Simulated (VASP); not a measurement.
Set up this calculation in VASP 6.6.1, as the native input.

| Property | Result |
| --- | --- |
| Task | single point |
| Functional | BLYP |
| Potentials or basis | VASP PAW PBE potentials, release 64 (Si) |
| Cutoff | 520 eV |
| k mesh | 14 × 14 × 4 |
| Occupations | fermi-dirac, width 0.1 eV |
| Spin | no spin polarisation |
| Dipole correction | no |
| Further INCAR settings | ALGO = Normal; EDIFF = 1e-06; NBANDS = 16 |

The structure of Si lies in POSCAR:

```
Si
1.0
    2.7980446832      0.0000000000      0.0000000000
   -1.3990223416      2.4231777766      0.0000000000
    0.0000000000      0.0000000000      9.3234648320
Si
4
Direct
    0.0000000000      0.0000000000      0.0000000000
    0.0000000000      0.0000000000      0.5000000000
    0.3333333333      0.6666666667      0.2500000000
    0.6666666667      0.3333333333      0.7500000000
```

This isn't the form of Si at room conditions, which is diamond.

These files were run (other wordings do the same):

INCAR

```
SYSTEM = Si
  AGGAC = 1.0
  AGGAX = 1.0
  ALDAC = 0.0
  ALDAX = 1.0
  ALGO = Normal
  EDIFF = 1E-6
  ENCUT = 520
  GGA = B5
  ISIF = 2
  ISMEAR = -1
  LASPH = .True.
  LCHARG = .False.
  LREAL = .False.
  LWAVE = .False.
  NBANDS = 16
  NELM = 80
  PREC = Accurate
  SIGMA = 0.1
```

KPOINTS

```
k-points
0
Gamma
  14 14 4
  0 0 0
```

Potentials or basis: VASP PAW PBE potentials, release 64 (Si).

Run with:

```sh
$ cat potpaw_PBE.64/Si/POTCAR > POTCAR
$ mpirun -np 1 vasp_std > vasp.out
```

Results of the run:

```json
{
 "Pressure": "2.9 GPa",
 "Band gap on the k mesh": "zero (bands 8 and 9 overlap by 10.39 eV)"
}
```

Caveat: the PAW data sets were made with another functional, which shifts forces and pressure a little.

Wall time 49 s on 1 thread of Intel(R) Xeon(R) Platinum 8488C (Sapphire Rapids), on a shared host, peak memory 0.2 GiB.
